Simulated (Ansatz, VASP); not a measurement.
# Si63N: VASP beside Ansatz

```
N Si
1.0
     6.65089    6.65089    3.84477
    -9.97633    3.32544    1.92239
     3.32544   -9.97633    9.61193
N Si
1 63
Direct
  0.12733 0.95407 0.95427
  0.37333 0.70730 0.70865
  0.13478 0.69686 0.20322
  0.63357 0.45457 0.45430
  0.88633 0.20322 0.20308
  0.39188 0.45727 0.95408
  0.63752 0.20074 0.70592
  0.13202 0.45497 0.45492
  0.37966 0.19722 0.19760
  0.13592 0.20980 0.70433
  0.88589 0.95662 0.44955
  0.62759 0.95644 0.95789
  0.88868 0.71099 0.71105
  0.38134 0.95287 0.45940
  0.63278 0.71158 0.20243
  0.88048 0.44693 0.95516
  0.11433 0.52838 0.04432
  0.37023 0.29803 0.79351
  0.61781 0.04338 0.54488
  0.11874 0.29424 0.29547
  0.32762 0.03263 0.03226
  0.11647 0.04905 0.54416
  0.87048 0.80004 0.28682
  0.61147 0.79772 0.79635
  0.86740 0.54860 0.54830
  0.36567 0.79431 0.29856
  0.62703 0.55567 0.04469
  0.11399 0.81919 0.82099
  0.36459 0.54848 0.54811
  0.87009 0.28701 0.79853
  0.61537 0.29451 0.29262
  0.86934 0.04257 0.04229
  0.05711 0.11062 0.95328
  0.28345 0.88875 0.71474
  0.54465 0.63419 0.45597
  0.05612 0.88172 0.19449
  0.29217 0.62926 0.95736
  0.04268 0.63579 0.45557
  0.79484 0.38365 0.20402
  0.55053 0.38359 0.70459
  0.79415 0.13538 0.45422
  0.29838 0.38301 0.20513
  0.52921 0.13260 0.95745
  0.04168 0.38862 0.70884
  0.29700 0.13438 0.45527
  0.79440 0.88297 0.70429
  0.53672 0.88856 0.20530
  0.80990 0.63845 0.95200
  0.19648 0.62457 0.80330
  0.45633 0.36741 0.54547
  0.70511 0.11732 0.29353
  0.21340 0.35134 0.04066
  0.45562 0.11667 0.79464
  0.20883 0.11401 0.29375
  0.97876 0.87458 0.03180
  0.70952 0.86517 0.54212
  0.95372 0.61773 0.29393
  0.43923 0.86795 0.04446
  0.70546 0.61760 0.79476
  0.19965 0.86820 0.55058
  0.45850 0.61646 0.29462
  0.95408 0.36746 0.54655
  0.69790 0.36502 0.04551
  0.96600 0.10836 0.79595
```

Alike in both runs: task single point; functional PBE; k mesh 1 × 1 × 1; occupations gaussian, width 0.05 eV; collinear spin.

|  | VASP | Ansatz |
| --- | --- | --- |
| version | VASP 6.6.1 | Ansatz 0.2.0 |
| potentials or method | VASP PAW PBE potentials, release 64 (N, Si), cutoff 520 eV | scalar-relativistic, plane waves, PAW |
| valence electrons in the cell | 257 | 257 |

|  | VASP | Ansatz | Ansatz less VASP |
| --- | --- | --- | --- |
| gap on the k mesh at the Fermi level (eV) | 0.17 | 0.17 | -0.002 |
| rms of the force components (eV/Å) | 0.008 | 0.008 | -0.0002 |
| net moment per atom (μB) | 0.02 | 0.02 | 0.000 |
| size of the moment on the site where the two differ most (μB) | 0.05 | 0.03 | -0.013 |

Site moments also hang on the region over which each program counts them. Atom by atom the forces differ by 0.002 eV/Å (rms over components). The functional is the same, so the differences come from potentials, cutoffs and numerics. Ansatz's warnings: moment headroom below auto, stability check not made.
